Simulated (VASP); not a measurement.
Here is a VASP 6.6.1 calculation.

INCAR

```
  ALGO = Normal
  EDIFF = 1E-6
  ENCUT = 520
  GGA = PE
  ISIF = 2
  ISMEAR = 0
  LASPH = T
  LCHARG = F
  LREAL = F
  LWAVE = F
  NBANDS = 11
  NELM = 60
  PREC = Accurate
  SIGMA = 0.1
```

KPOINTS

```
k-points
0
Gamma
  8 8 8
```

File POSCAR:

```
Pt
1.0
    0.0000000000      1.9850569792      1.9850569792
    1.9850569792      0.0000000000      1.9850569792
    1.9850569792      1.9850569792      0.0000000000
Pt
1
Direct
    0.0000000000      0.0000000000      0.0000000000
```

Potentials or basis: VASP PAW PBE potentials, release 64 (Pt).

Launch:

```console
$ cat potpaw_PBE.64/Pt/POTCAR > POTCAR
$ mpirun -np 1 vasp_std > vasp.out
```

Q: Estimate the band gap on the k mesh.

A: Zero (band 5 reaches 10.99 eV, above the bottom of band 6 at 8.90 eV).

Q: What does it give for the pressure?

A: -1.2 GPa.

Caveat: spin-orbit coupling is left out, which moves the levels of the heavy elements.
